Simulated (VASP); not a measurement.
# SnO (Cmc2_1) in VASP: single point with r2SCAN

Aim: the single point of SnO with r2SCAN.

All numbers are computed with VASP 6.6.1; they aren't measurements. Logs are shortened: lines on timing, memory, paths and dates and some standing lists are left out, and cuts for length are marked.

**1. The cell of the first run**

The typed cell holds 8 atoms: a = 3.808 Å, b = 3.808 Å, c = 9.881 Å, α = 90.00°, β = 90.00°, γ = 90.00°.

**2. Single point, r2SCAN (all Sn atoms moved +0.150 Å, as atom 1 along Cartesian [0 0 1])**

POSCAR

```
SnO
1.0
    2.6923937338     -2.6923902845      0.0000000000
    2.6923937338      2.6923902845      0.0000000000
    0.0000000000      0.0000000000      9.8813501683
Sn O
4 4
Direct
    0.7500922691      0.2499077309      0.8812761417
    0.2499077309      0.7500922691      0.1490840819
    0.7499077309      0.2500922691      0.3812761417
    0.2500922691      0.7499077309      0.6490840819
    0.2498991820      0.2501008180      0.2500000000
    0.7501008180      0.7498991820      0.7500000000
    0.2501008180      0.2498991820      0.7500000000
    0.7498991820      0.7501008180      0.2500000000
```

INCAR.step1

```
  PREC = Accurate
  ENCUT = 520
  ISMEAR = 0
  SIGMA = 0.03
  LREAL = False
  LASPH = True
  NELM = 60
  NBANDS = 50
  GGA = PE
  ALGO = Normal
  EDIFF = 1E-4
  LWAVE = True
  LCHARG = False
```

INCAR.step2

```
  PREC = Accurate
  ENCUT = 520
  EDIFF = 1E-7
  ISMEAR = 0
  SIGMA = 0.03
  LREAL = False
  LASPH = True
  NELM = 60
  ALGO = Normal
  ISIF = 2
  LWAVE = False
  LCHARG = True
  METAGGA = R2SCAN
  LMIXTAU = True
  LELF = True
  LVHAR = True
  NBANDS = 50
  ISTART = 1
```

KPOINTS

```
Automatic mesh
0
Gamma
  10 10 4
```

Potentials or basis: VASP PAW PBE potentials, release 64 (Sn_d, O).

Launch:

```sh
> cat potpaw_PBE.64/Sn_d/POTCAR potpaw_PBE.64/O/POTCAR > POTCAR
> cp INCAR.step1 INCAR
> mpirun -np 1 vasp_std > vasp.out
> cp INCAR.step2 INCAR
> mpirun -np 1 vasp_std > vasp.out
```

OUTCAR:

```text
PREC = Accurate
   ENCUT = 520
   EDIFF = 1E-7
   ISMEAR = 0
   LREAL = False
   LASPH = True
   NELM = 60
   ISIF = 2
   METAGGA = R2SCAN
   ISTART = 1

 ion  position               nearest neighbor table
   1  0.750  0.250  0.881-   6 2.30   7 2.30   7 2.30   6 2.30   4 3.54   4 3.54   4 3.54   4 3.54

   2  0.250  0.750  0.149-   5 2.15   8 2.15   5 2.15   8 2.15   3 3.54   3 3.54   3 3.54   3 3.54

   3  0.750  0.250  0.381-   5 2.30   8 2.30   8 2.30   5 2.30   2 3.54   2 3.54   2 3.54   2 3.54

   4  0.250  0.750  0.649-   6 2.15   7 2.15   6 2.15   7 2.15   1 3.54   1 3.54   1 3.54   1 3.54

   5  0.250  0.250  0.250-   2 2.15   2 2.15   3 2.30   3 2.30
   6  0.750  0.750  0.750-   4 2.15   4 2.15   1 2.30   1 2.30
   7  0.250  0.250  0.750-   4 2.15   4 2.15   1 2.30   1 2.30
   8  0.750  0.750  0.250-   2 2.15   2 2.15   3 2.30   3 2.30

  LATTYP: Found a simple tetragonal cell.
 ALAT       =     3.8076172946
 C/A-ratio  =     2.5951531900

  Lattice vectors:

 A1 = (   2.6923937338,  -2.6923902845,   0.0000000000)
 A2 = (   2.6923937338,   2.6923902845,   0.0000000000)
 A3 = (   0.0000000000,   0.0000000000,   9.8813501683)

Analysis of symmetry for initial positions (statically):
=====================================================================
 Subroutine PRICEL returns:
 Original cell was already a primitive cell.

 Routine SETGRP: Setting up the symmetry group for a
 simple tetragonal supercell.

 Subroutine GETGRP returns: Found  4 space group operations
 (whereof  2 operations were pure point group operations)
 out of a pool of 16 trial point group operations.

The static configuration has the point symmetry C_1h.
 The point group associated with its full space group is C_2v.

Analysis of symmetry for dynamics (positions and initial velocities):
=====================================================================
 Subroutine PRICEL returns:
 Original cell was already a primitive cell.

 Routine SETGRP: Setting up the symmetry group for a
 simple tetragonal supercell.

 Subroutine GETGRP returns: Found  4 space group operations
 (whereof  2 operations were pure point group operations)
 out of a pool of 16 trial point group operations.

[... 113 lines left out ...]
   EDIFF  = 0.1E-06   stopping-criterion for ELM
   LREAL  =      F    real-space projection
   EDIFFG = 0.1E-05   stopping-criterion for IOM
   NSW    =      0    number of steps for IOM
   IBRION =     -1    ionic relax: 0-MD 1-quasi-New 2-CG
   NFREE  =      0    steps in history (QN), initial steepest desc. (CG)
   ISIF   =      2    stress and relaxation
   ISYM   =      2    0-nonsym 1-usesym 2-fastsym
   POTIM  = 0.5000    time-step for ionic-motion
   TEBEG  =    0.0;   TEEND  =   0.0 temperature during run
   PSTRESS=    0.0 pullay stress
   NELECT =      80.0000    total number of electrons
   NUPDOWN=      -1.0000    fix difference up-down
   EMIN   =  10.00;   EMAX   =-10.00  energy-range for DOS
   EFERMI =   0.00;   METHOD = LEGACY
   ISMEAR =     0;   SIGMA  =   0.03  broadening in eV -4-tet -1-fermi 0-gaus
   EFERMI_NEDOS =   21; number of points for ismear=-14 and -15
   IALGO  =     38    algorithm
   IMIX   =      4    mixing-type and parameters
     AMIX     =   0.40;   BMIX     =  1.00
     AMIX_MAG =   1.60;   BMIX_MAG =  1.00
  volume/ion in A,a.u.               =      17.91       120.85
  Fermi-wavevector in a.u.,A,eV,Ry     =   1.348126  2.547589 24.727829  1.817444
  Thomas-Fermi vector in A             =   2.475821
   LORBIT       =      0    0 simple, 1 ext, 2 COOP (PROOUT), +10 PAW based schemes
   METAGGA = R2SCAN    functional components
   LHFCALC =     F    Hartree Fock is set to
   AEXX    =    0.0000 exact exchange contribution
   IVDW    =     0    specifies the selected vdW correction
   LEPSILON=     F    determine dielectric tensor
   LRPA    =     F    only Hartree local field effects (RPA)
 non-spin polarized calculation
 Gauss-broadening in eV      SIGMA  =   0.03
  energy-cutoff  :      520.00
  volume of cell :      143.26
 maximum number of plane-waves:      3884
   NGX = 15   NGY = 15   NGZ = 37

 number of electron      79.9999944 magnetization

 Free energy of the ion-electron system (eV)
  ---------------------------------------------------
  ext. energy  EPLUGINS =         0.00000000
  ---------------------------------------------------
  free energy    TOTEN  =      -133.45720024 eV

  energy without entropy =     -133.45720024  energy(sigma->0) =     -133.45720024

 E-fermi :   7.0253     XC(G=0): -10.7969

 val. band max:        6.8841050505   @ k =   0.0000   0.0000   0.0000
 cond. band min:       7.1984774689   @ k =   0.5000   0.5000   0.0000
 fundamental gap:      0.3143724184
 Fermi energy:         7.0252938476

 k-point     1 :       0.0000    0.0000    0.0000
  band No.  band energies     occupation
      1     -16.0781      2.00000
      2     -16.0652      2.00000
      3     -15.6110      2.00000
      4     -15.6098      2.00000
      5     -15.5933      2.00000
      6     -15.5933      2.00000
[... 1261 lines left out ...]
     49      12.6588      0.00000
     50      13.5765      0.00000

 [... further k-points ...]

------------------------ aborting loop because EDIFF is reached ----------------------------------------

  FORCE on cell =-STRESS in cart. coord.  units (eV):
  Direction    XX          YY          ZZ          XY          YZ          ZX
  --------------------------------------------------------------------------------------
  -------------------------------------------------------------------------------------
  Total        1.3626799      1.3628798      0.1136552      0.0000000      0.0000000      0.0000000
  in kB       15.2398808     15.2421164      1.2710919      0.0000000      0.0000000      0.0000000
  external PRESSURE =      10.5843631 kB  Pullay stress =       0.0000000 kB

 VOLUME and BASIS-vectors are now :
 -----------------------------------------------------------------------------
  energy-cutoff  :      520.00
  volume of cell :      143.26
      direct lattice vectors                 reciprocal lattice vectors
     2.692393734 -2.692390285  0.000000000     0.185708351 -0.185708589  0.000000000
     2.692393734  2.692390285  0.000000000     0.185708351  0.185708589  0.000000000
     0.000000000  0.000000000  9.881350168     0.000000000  0.000000000  0.101200745

 POSITION                                       TOTAL-FORCE (eV/Angst)
 -----------------------------------------------------------------------------------
      2.69239     -1.34669      8.70820        -0.000000      0.000074     -0.808360
      2.69239      1.34669      1.47315        -0.000000      0.000066     -1.486198
      2.69239     -1.34570      3.76752        -0.000000     -0.000074     -0.808360
      2.69239      1.34570      6.41383        -0.000000     -0.000066     -1.486198
      1.34620      0.00054      2.47034        -0.000045     -0.000446      1.147279
      4.03859     -0.00054      7.41101        -0.000045      0.000446      1.147279
      1.34620     -0.00054      7.41101         0.000045      0.000446      1.147279
      4.03859      0.00054      2.47034         0.000045     -0.000446      1.147279
 -----------------------------------------------------------------------------------
    total drift:                                0.000000      0.000000     -0.005252

  FREE ENERGIE OF THE ION-ELECTRON SYSTEM (eV)
  ---------------------------------------------------
  free  energy   TOTEN  =      -133.4572002436 eV

  energy  without entropy=     -133.4572002436  energy(sigma->0) =     -133.45720024
```

OUTCAR.step1:

```text
PREC = Accurate
   ENCUT = 520
   ISMEAR = 0
   LREAL = False
   LASPH = True
[... 1522 lines left out ...]
      1.34620      0.00054      2.47034        -0.000076     -0.000430      1.102255
      4.03859     -0.00054      7.41101        -0.000076      0.000430      1.102255
      1.34620     -0.00054      7.41101         0.000076      0.000430      1.102255
      4.03859      0.00054      2.47034         0.000076     -0.000430      1.102255
 -----------------------------------------------------------------------------------
    total drift:                                0.000000      0.000000     -0.008596

  FREE ENERGIE OF THE ION-ELECTRON SYSTEM (eV)
  ---------------------------------------------------
  free  energy   TOTEN  =       -45.0221747273 eV

  energy  without entropy=      -45.0221746859  energy(sigma->0) =      -45.02217471
```

Wall time 31 min (1 thread of Oxide Virtual Turin-like, shared host); peak memory 0.55 GiB.

Results:

| Property | Result |
| --- | --- |
| Free energy | -133.4572 eV |
| Pressure | 1.1 GPa |
| Largest force | 1.486 eV/Å |
| Band gap on the k mesh | 0.31 eV |

Forces in eV/Å, atoms in the order of the input:
```
Sn   0.000  0.000 -0.808
Sn   0.000  0.000 -1.486
Sn   0.000  0.000 -0.808
Sn   0.000  0.000 -1.486
O    0.000  0.000  1.147
O    0.000  0.000  1.147
O    0.000  0.000  1.147
O    0.000  0.000  1.147
```

Levels at points of the mesh, in eV from the valence-band top:
| k point | band 38 | band 39 | band 40 | band 41 | band 42 | band 43 |
| --- | --- | --- | --- | --- | --- | --- |
| (0.00, 0.00, 0.00) | -3.28 | -2.41 | 0.00 | 1.95 | 2.37 | 3.25 |
| (0.50, 0.00, 0.00) | -2.61 | -2.35 | -1.53 | 2.37 | 2.94 | 3.14 |
| (0.50, 0.50, 0.00) | -2.50 | -2.29 | -1.58 | 0.31 | 0.31 | 2.37 |
| (0.00, 0.00, 0.50) | -3.55 | -0.72 | -0.72 | 1.94 | 1.94 | 3.78 |
| (0.50, 0.00, 0.50) | -2.71 | -2.05 | -2.05 | 2.75 | 2.75 | 3.21 |
| (0.50, 0.50, 0.50) | -2.71 | -1.96 | -1.96 | 1.11 | 1.11 | 1.11 |

Caveat: the cell differs from its parent crystal (all Sn atoms moved +0.150 Å, as atom 1 along Cartesian [0 0 1]); the PAW data sets were made with another functional, which shifts forces and pressure a little; spin-orbit coupling is left out, which moves the levels of the heavy elements. A k mesh can miss the band edges.
